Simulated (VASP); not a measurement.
Wanted: the native input for a VASP 6.6.1 run.

```yaml
Task: relaxation of cell and atoms
Functional: PBE
Potentials_or_basis: VASP PAW PBE potentials, release 64 (Ag, B)
Cutoff: 600 eV
k_mesh: 6 × 6 × 6
Occupations: gaussian, width 0.1 eV
Spin: no spin polarisation
Dipole_correction: no
Further_INCAR_settings: ALGO = Normal; EDIFF = 1e-06; IBRION = 2; EDIFFG = -0.04; NSW = 90; ISIF = 3
```

The structure of AgB2 lies in POSCAR:

```
AgB2
1.0
    2.9620103700      0.0000000000      0.0000000000
   -1.4810051800      2.5651762200      0.0000000000
    0.0000000000      0.0000000000      3.3220610700
Ag B
1 2
Direct
    0.0000000000      0.0000000000      0.7808642000
    0.3333333300      0.6666666700      0.6095679000
    0.6666666700      0.3333333300      0.6095679000
```

One way to write it, as run:

INCAR

```
PREC     = Accurate       # precision mode
ENCUT    = 600            # plane-wave cutoff, eV
EDIFF    = 1E-6           # SCF threshold, eV
ISMEAR   = 0              # smearing method
SIGMA    = 0.1            # smearing width, eV
LREAL    = F              # projectors in reciprocal space
LASPH    = T              # aspherical terms in the spheres
NELM     = 100            # most SCF steps
ALGO     = Normal         # electronic algorithm
ISIF     = 3              # what is computed and relaxed
LWAVE    = F              # write WAVECAR
LCHARG   = F              # write CHGCAR
GGA      = PE             # functional
IBRION   = 2              # ionic algorithm
NSW      = 90             # ionic steps
EDIFFG   = -0.04          # ionic threshold
```

KPOINTS

```
Automatic mesh
0
Gamma
  6 6 6
```

Potentials or basis: VASP PAW PBE potentials, release 64 (Ag, B).

Command:

```sh
$ cat potpaw_PBE.64/Ag/POTCAR potpaw_PBE.64/B/POTCAR > POTCAR
$ mpirun -np 1 vasp_std > vasp.out
```

It gave:

```
Relaxed volume                         : 10.67 Å³/atom
Relaxed cell                           : a = 3.019 Å, b = 3.019 Å, c = 4.056 Å, α = 90.00°, β = 90.00°, γ = 120.00°
Space group after relaxing (to 0.05 Å) : P6/mmm (No. 191)
Energy gained by relaxing              : 3553.7 meV/atom
Ionic steps                            : 19
Pressure after relaxing                : 0.4 GPa
Largest force after relaxing           : 0.010 eV/Å
```

Caveat: the k points lie up to 0.40 Å⁻¹ apart in the final cell; the volume moved by over 15 % at a fixed basis, so the end points are rough.

It took 110 s on 1 thread of Intel(R) Xeon(R) Platinum 8259CL CPU @ 2.50GHz (Skylake/Cascade Lake), with other jobs on the host, peak memory 0.16 GiB.
